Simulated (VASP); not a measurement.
Here is a VASP 6.6.1 calculation.

File INCAR:

```
PREC = Accurate
ENCUT = 520
EDIFF = 1E-6
ISMEAR = 0
SIGMA = 0.05
LREAL = F
LASPH = T
NELM = 60
ALGO = Normal
ISIF = 2
LWAVE = F
LCHARG = F
NBANDS = 12
```

Contents of KPOINTS:

```
regular mesh
0
Gamma
  8 8 8
```

File POSCAR:

```
CsH
1.0
    0.0000000000      3.1880000000      3.3155200000
    3.1880000000      0.0000000000      3.3155200000
    3.1880000000      3.1880000000      0.0000000000
Cs H
1 1
Direct
    0.0000000000      0.0000000000      0.0000000000
    0.5000000000      0.5000000000      0.5000000000
```

Potentials or basis: VASP PAW LDA potentials, release 64 (Cs_sv, H).

The run is started by

```console
$ cat potpaw_LDA.64/Cs_sv/POTCAR potpaw_LDA.64/H/POTCAR > POTCAR
$ mpirun -np 1 vasp_std > vasp.out
```

**Question.** Estimate the pressure.

**Answer.** -1.5 GPa.

**Question.** What does it give for the band gap on the k mesh?

**Answer.** 1.98 eV, direct.

Stress tensor (GPa, compression positive):
```
-1.28  0.00  0.00
 0.00 -1.28  0.00
 0.00  0.00 -1.83
```

Caveat: the cell differs from its parent crystal (strain +0.000 along x and y, +0.040 along z); spin-orbit coupling is left out, which moves the levels of the heavy elements. A k mesh can miss the band edges.
